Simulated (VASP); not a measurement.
# VSn (R-3m) in VASP: single point with PBE

Aim: the single point of VSn with PBE.

Everything below comes from runs of VASP 6.6.1. Logs are shortened: lines on timing, memory, paths and dates and some standing lists are left out, and cuts for length are marked.

## Step 1: The cell of the first run

The structure is trigonal, space group R-3m (No. 166). Conventional cell: a = 3.080 Å, b = 3.080 Å, c = 13.350 Å, α = 90.00°, β = 90.00°, γ = 120.00°. V (site symmetry -3m) has 6 Sn at 2.85 Å and 6 V at 3.08 Å within 3.8 Å. Sn (site symmetry -3m) has 6 V at 2.85 Å and 6 Sn at 3.08 Å within 3.8 Å.

## Step 2: Single point, PBE

The input, INCAR:

```
SYSTEM = VSn
  PREC = Accurate
  ENCUT = 520
  EDIFF = 1E-6
  ISMEAR = 0
  SIGMA = 0.1
  LREAL = .FALSE.
  LASPH = .TRUE.
  NELM = 80
  ALGO = Fast
  ISIF = 2
  LWAVE = .FALSE.
  LCHARG = .FALSE.
  GGA = PE
  NBANDS = 20
```

The input, KPOINTS:

```
Automatic mesh
0
G
  18 18 18
  0 0 0
```

The input, POSCAR:

```
VSn
1.0
   -1.8431665768     -1.8431665768     -4.0210303073
   -1.8431665768     -4.0210303073     -1.8431665768
   -4.0210303073     -1.8431665768     -1.8431665768
V Sn
1 1
Direct
    0.0000000000      1.0000000000      0.0000000000
    0.5000000000      0.5000000000      0.5000000000
```

Potentials or basis: VASP PAW PBE potentials, release 64 (V_sv, Sn_d).

Command:

```console
$ cat potpaw_PBE.64/V_sv/POTCAR potpaw_PBE.64/Sn_d/POTCAR > POTCAR
$ mpirun -np 1 vasp_std > vasp.out
```

OUTCAR:

```text
SYSTEM = VSn
   PREC = Accurate
   ENCUT = 520
   EDIFF = 1E-6
   ISMEAR = 0
   LREAL = .FALSE.
   LASPH = .TRUE.
   NELM = 80
   ISIF = 2
   GGA = PE

 ion  position               nearest neighbor table
   1  0.000  0.000  0.000-   2 2.85   2 2.85   2 2.85   2 2.85   2 2.85   2 2.85
   2  0.500  0.500  0.500-   1 2.85   1 2.85   1 2.85   1 2.85   1 2.85   1 2.85

  LATTYP: Found a trigonal (rhomboedric) cell.
 ALAT       =     4.7919944482
 COS(alpha) =     0.7934482912

  Lattice vectors:

 A1 = (  -1.8431665768,  -1.8431665768,  -4.0210303073)
 A2 = (  -1.8431665768,  -4.0210303073,  -1.8431665768)
 A3 = (  -4.0210303073,  -1.8431665768,  -1.8431665768)

Analysis of symmetry for initial positions (statically):
=====================================================================
 Subroutine PRICEL returns:
 Original cell was already a primitive cell.

 Routine SETGRP: Setting up the symmetry group for a
 trigonal (rhombohedral) supercell.

 Subroutine GETGRP returns: Found 12 space group operations
 (whereof 12 operations were pure point group operations)
 out of a pool of 12 trial point group operations.

The static configuration has the point symmetry D_3d.

Analysis of symmetry for dynamics (positions and initial velocities):
=====================================================================
 Subroutine PRICEL returns:
 Original cell was already a primitive cell.

 Routine SETGRP: Setting up the symmetry group for a
 trigonal (rhombohedral) supercell.

 Subroutine GETGRP returns: Found 12 space group operations
 (whereof 12 operations were pure point group operations)
 out of a pool of 12 trial point group operations.

The dynamic configuration has the point symmetry D_3d.

 Subroutine INISYM returns: Found 12 space group operations
 (whereof 12 operations are pure point group operations),
 and found     1 'primitive' translations

----------------------------------------------------------------------------------------

                                     Primitive cell

  volume of cell :      36.5567

  direct lattice vectors                    reciprocal lattice vectors
    -1.843166577 -1.843166577 -4.021030307     0.109806499  0.109806499 -0.349359052
    -1.843166577 -4.021030307 -1.843166577     0.109806499 -0.349359052  0.109806499
    -4.021030307 -1.843166577 -1.843166577    -0.349359052  0.109806499  0.109806499

  length of vectors
     4.791994448  4.791994448  4.791994448     0.382317514  0.382317514  0.382317514

[... 73 lines left out ...]
   ICHARG =      2    charge: 1-file 2-atom 10-const
   ISPIN  =      1    spin polarized calculation?
   LNONCOLLINEAR =      F non collinear calculations
   LSORBIT =      F    spin-orbit coupling
   LASPH  =      T    aspherical Exc in radial PAW
   ENCUT  =  520.0 eV  38.22 Ry    6.18 a.u.   8.91  8.91  8.91*2*pi/ulx,y,z
   NELM   =     80;   NELMIN=  2; NELMDL= -5     # of ELM steps
   EDIFF  = 0.1E-05   stopping-criterion for ELM
   LREAL  =      F    real-space projection
   EDIFFG = 0.1E-04   stopping-criterion for IOM
   NSW    =      0    number of steps for IOM
   IBRION =     -1    ionic relax: 0-MD 1-quasi-New 2-CG
   NFREE  =      0    steps in history (QN), initial steepest desc. (CG)
   ISIF   =      2    stress and relaxation
   ISYM   =      2    0-nonsym 1-usesym 2-fastsym
   POTIM  = 0.5000    time-step for ionic-motion
   TEBEG  =    0.0;   TEEND  =   0.0 temperature during run
   PSTRESS=    0.0 pullay stress
   NELECT =      27.0000    total number of electrons
   NUPDOWN=      -1.0000    fix difference up-down
   EMIN   =  10.00;   EMAX   =-10.00  energy-range for DOS
   EFERMI =   0.00;   METHOD = LEGACY
   ISMEAR =     0;   SIGMA  =   0.10  broadening in eV -4-tet -1-fermi 0-gaus
   EFERMI_NEDOS =   21; number of points for ismear=-14 and -15
   IALGO  =     68    algorithm
   IMIX   =      4    mixing-type and parameters
     AMIX     =   0.40;   BMIX     =  1.00
     AMIX_MAG =   1.60;   BMIX_MAG =  1.00
  volume/ion in A,a.u.               =      18.28       123.35
  Fermi-wavevector in a.u.,A,eV,Ry     =   1.479814  2.796442 29.794693  2.189848
  Thomas-Fermi vector in A             =   2.593925
   LORBIT       =      0    0 simple, 1 ext, 2 COOP (PROOUT), +10 PAW based schemes
   GGA     = PE    functional components
   LHFCALC =     F    Hartree Fock is set to
   AEXX    =    0.0000 exact exchange contribution
   IVDW    =     0    specifies the selected vdW correction
   LEPSILON=     F    determine dielectric tensor
   LRPA    =     F    only Hartree local field effects (RPA)
 non-spin polarized calculation
 RMM-DIIS sequential band-by-band and
 Gauss-broadening in eV      SIGMA  =   0.10
  energy-cutoff  :      520.00
  volume of cell :       36.56
 maximum number of plane-waves:       999
   NGX = 17   NGY = 17   NGZ = 17

 number of electron      27.0000001 magnetization

 Free energy of the ion-electron system (eV)
  ---------------------------------------------------
  ext. energy  EPLUGINS =         0.00000000
  ---------------------------------------------------
  free energy    TOTEN  =       -12.19316337 eV

  energy without entropy =      -12.17990721  energy(sigma->0) =      -12.18653529

 E-fermi :  10.2189     XC(G=0): -11.8398

 val. band max:       10.2187924397   @ k =   0.5000   0.5000   0.5000
 cond. band min:      10.2204151054   @ k =  -0.1667  -0.2778   0.0556
 fundamental gap:      0.0016226656
 Fermi energy:        10.2188786254

 k-point     1 :       0.0000    0.0000    0.0000
  band No.  band energies     occupation
      1     -54.0446      2.00000
      2     -27.8888      2.00000
      3     -27.8115      2.00000
      4     -27.8115      2.00000
      5     -11.3915      2.00000
      6     -11.3915      2.00000
[... 541 lines left out ...]
     19      16.6804      0.00000
     20      19.4494      0.00000

 [... further k-points ...]
[... 5 lines left out ...]
  --------------------------------------------------------------------------------------
  -------------------------------------------------------------------------------------
  Total        0.0166529      0.0166529      0.0166529     -0.0043830     -0.0043830     -0.0043830
  in kB        0.7298484      0.7298484      0.7298484     -0.1920940     -0.1920940     -0.1920940
  external PRESSURE =       0.7298484 kB  Pullay stress =       0.0000000 kB

 VOLUME and BASIS-vectors are now :
 -----------------------------------------------------------------------------
  energy-cutoff  :      520.00
  volume of cell :       36.56
      direct lattice vectors                 reciprocal lattice vectors
    -1.843166577 -1.843166577 -4.021030307     0.109806499  0.109806499 -0.349359052
    -1.843166577 -4.021030307 -1.843166577     0.109806499 -0.349359052  0.109806499
    -4.021030307 -1.843166577 -1.843166577    -0.349359052  0.109806499  0.109806499

 POSITION                                       TOTAL-FORCE (eV/Angst)
 -----------------------------------------------------------------------------------
      0.00000      0.00000      0.00000        -0.000000     -0.000000     -0.000000
     -3.85368     -3.85368     -3.85368         0.000000      0.000000      0.000000
 -----------------------------------------------------------------------------------
    total drift:                               -0.000000     -0.000000     -0.000000

  FREE ENERGIE OF THE ION-ELECTRON SYSTEM (eV)
  ---------------------------------------------------
  free  energy   TOTEN  =       -12.1931633684 eV

  energy  without entropy=      -12.1799072096  energy(sigma->0) =      -12.18653529
```

OSZICAR:

```text
N       E                     dE             d eps       ncg     rms          rms(c)
DAV:   1     0.242370228885E+03    0.24237E+03   -0.13915E+04 23752   0.198E+03
DAV:   2     0.251943876458E+01   -0.23985E+03   -0.23475E+03 23336   0.480E+02
DAV:   3    -0.134733351042E+02   -0.15993E+02   -0.15730E+02 25576   0.122E+02
DAV:   4    -0.138424036413E+02   -0.36907E+00   -0.36830E+00 26160   0.199E+01
DAV:   5    -0.138523795865E+02   -0.99759E-02   -0.99754E-02 27856   0.340E+00    0.142E+01
RMM:   6    -0.132473618769E+02    0.60502E+00   -0.99361E+00 27284   0.218E+01    0.684E+00
RMM:   7    -0.122348968406E+02    0.10125E+01   -0.12131E+00 28335   0.103E+01    0.247E+00
RMM:   8    -0.121937148753E+02    0.41182E-01   -0.12870E-01 28692   0.273E+00    0.528E-01
RMM:   9    -0.121929582997E+02    0.75658E-03   -0.19902E-02 31806   0.112E+00    0.135E-01
RMM:  10    -0.121930836734E+02   -0.12537E-03   -0.37967E-03 33576   0.528E-01    0.624E-02
RMM:  11    -0.121931542106E+02   -0.70537E-04   -0.83586E-04 37877   0.229E-01    0.435E-02
RMM:  12    -0.121931613532E+02   -0.71426E-05   -0.10778E-04 33213   0.769E-02    0.871E-03
RMM:  13    -0.121931629467E+02   -0.15934E-05   -0.25578E-05 31108   0.402E-02    0.565E-03
RMM:  14    -0.121931633684E+02   -0.42178E-06   -0.68788E-06 28255   0.202E-02
   1 F= -.12193163E+02 E0= -.12186535E+02  d E =-.132562E-01
```

stdout:

```text
POSCAR found type information on POSCAR V Sn
 POSCAR found :  2 types and       2 ions
 scaLAPACK will be used
 LDA part: xc-table for (Slater+PW92), standard interpolation
 POSCAR, INCAR and KPOINTS ok, starting setup
 FFT: planning ... GRIDC
 FFT: planning ... GRID_SOFT
 FFT: planning ... GRID
 WAVECAR not read
 entering main loop
WARNING in EDDRMM: call to ZHEGV failed, returncode =   8  4     18
```

It took 24 min on 1 thread of AMD EPYC 7R43 (Zen 3), shared host; peak memory 0.51 GiB.

What came out:

| Item | Value |
| --- | --- |
| Free energy | -12.1932 eV |
| Pressure | 0.1 GPa |
| Band gap on the k mesh | zero (an odd number of electrons rules out a gap without spin polarisation) |

Caveat: spin-orbit coupling is left out, which moves the levels of the heavy elements.
